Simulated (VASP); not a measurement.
Crystal: BaHCl.

```
Ba H Cl
1.0
     4.40800    0.00000    0.00000
     0.00000    4.40800    0.00000
     0.00000    0.00000    7.20200
Ba H Cl
2 2 2
Direct
  0.00000 0.50000 0.21500
  0.50000 0.00000 0.78500
  0.00000 0.00000 0.00000
  0.50000 0.50000 0.00000
  0.00000 0.50000 0.65000
  0.50000 0.00000 0.35000
```

| Quantity | Value |
| --- | --- |
| Program | VASP 6.6.1 |
| Task | relaxation of cell and atoms |
| Functional | LDA |
| Potentials or basis | VASP PAW LDA potentials, release 64 (Ba_sv, H, Cl) |
| Cutoff | 600 eV |
| k mesh | 6 × 6 × 4 |
| Occupations | gaussian, width 0.02 eV |
| Spin | no spin polarisation |

At the start: pressure -2.6 GPa; volume 23.32 Å³/atom.

**Question.** Where does the relaxation end?

**Answer.** Over 20 steps the energy falls by 16.3 meV/atom and the volume is 21.70 Å³/atom (-7.0 %); space group P4/nmm (No. 129, to 0.1 Å) before and after.

Step by step:
| step | energy change (eV) | largest force (eV/Å) | pressure (GPa) | volume (Å³) |
| --- | --- | --- | --- | --- |
| 1 | 0.0000 | 0.2190 | -2.60 | 139.94 |
| 2 | -0.0856 | 0.1558 | -0.64 | 132.41 |
| 3 | -0.0912 | 0.1340 | 0.07 | 130.16 |
| 4 | -0.0912 | 0.1319 | 0.14 | 129.97 |
| 5 | -0.0942 | 0.0843 | 0.10 | 130.06 |
| 6 | -0.0959 | 0.0458 | 0.06 | 130.19 |
| 7 | -0.0959 | 0.0426 | 0.06 | 130.20 |
| 8 | -0.0965 | 0.0365 | -0.02 | 130.42 |
| 9 | -0.0970 | 0.0195 | -0.24 | 130.97 |
| 10 | -0.0972 | 0.0158 | -0.20 | 130.87 |
| 11 | -0.0977 | 0.0163 | -0.12 | 130.56 |
| 12 | -0.0973 | 0.0337 | 0.04 | 129.95 |
| 13 | -0.0978 | 0.0205 | -0.09 | 130.39 |
| 14 | -0.0979 | 0.0144 | -0.04 | 130.27 |
| 15 | -0.0979 | 0.0070 | 0.01 | 130.13 |
| 16 | -0.0979 | 0.0065 | 0.00 | 130.12 |
| 17 | -0.0979 | 0.0061 | 0.01 | 130.11 |
| 18 | -0.0979 | 0.0067 | 0.03 | 130.11 |
| 19 | -0.0979 | 0.0051 | 0.00 | 130.17 |
| 20 | -0.0979 | 0.0040 | -0.01 | 130.20 |

Final structure:
```
Ba H Cl
1.0
     4.30378    0.00000    0.00000
     0.00000    4.30378    0.00000
     0.00000    0.00000    7.02938
Ba H Cl
2 2 2
Direct
  0.00000 0.50000 0.21013
  0.50000 0.00000 0.78987
  0.00000 0.00000 0.00000
  0.50000 0.50000 0.00000
  0.00000 0.50000 0.65657
  0.50000 0.00000 0.34343
```
